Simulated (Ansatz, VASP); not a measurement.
## One calculation of Hf, two programs

INCAR

```
ALGO = Normal
EDIFF = 1E-6
ENCUT = 500
GGA = PS
GGA_COMPAT = F
ISIF = 2
ISMEAR = 0
LASPH = T
LCHARG = T
LELF = T
LREAL = F
LVHAR = T
LWAVE = F
NBANDS = 11
NELM = 120
PREC = Accurate
SIGMA = 0.15
```

Contents of KPOINTS:

```
k-points
0
Gamma
  18 18 18
```

File POSCAR:

```
Hf
1.0
    0.0000000000      2.3088000000      2.0424000000
    2.3088000000      0.0000000000      2.0424000000
    2.3088000000      2.3088000000      0.0000000000
Hf
1
Direct
    0.0000000000      0.0000000000      0.0000000000
```

Input for Ansatz:

```yaml
crystal:
  lattice:
    - [0.0, 2.3088, 2.0424]
    - [2.3088, 0.0, 2.0424]
    - [2.3088, 2.3088, 0.0]
  atoms:
    - { symbol: Hf, position: [0.0, 0.0, 0.0] }
basis:
  ecutwfc: 420
kpoints:
  mp_grid: { grid: [18, 18, 18] }
hamiltonian:
  xc: pbesol
scf:
  occupations: { method: gaussian, width: 0.15 }
output:
  forces: true
  stress: true
  eigenvalues: true
```

Change from the starting cell: strain +0.040 along x and y, -0.080 along z, atoms carried along.

Alike in both runs: task single point; functional PBEsol; k mesh 18 × 18 × 18; occupations gaussian, width 0.15 eV; no spin polarisation.

```csv
,VASP,Ansatz
version,VASP 6.6.1,Ansatz 0.2.0
potentials or method,"VASP PAW PBE potentials, release 64 (Hf_pv), cutoff 500 eV","scalar-relativistic, plane waves, PAW"
valence electrons in the cell,10,26
```

|  | VASP | Ansatz | Ansatz less VASP |
| --- | --- | --- | --- |
| gap on the k mesh at the Fermi level (eV) | none | none | - |
| pressure (GPa) | -1.5 | -1.1 | +0.38 |
| traceless stress, the component that is largest in VASP (GPa) | 3.18 | 3.12 | -0.056 |

VASP's potentials were made for PBE, not for PBEsol. A gap of «none» marks a metal or a gap that the smearing closes. With one functional, cell and mesh, what is left measures potentials, basis and numerics. VASP's potentials hold 10 valence electrons a cell and Ansatz's 26, so a difference there can come from the potentials and not from the codes.

Spin-orbit coupling is off throughout.
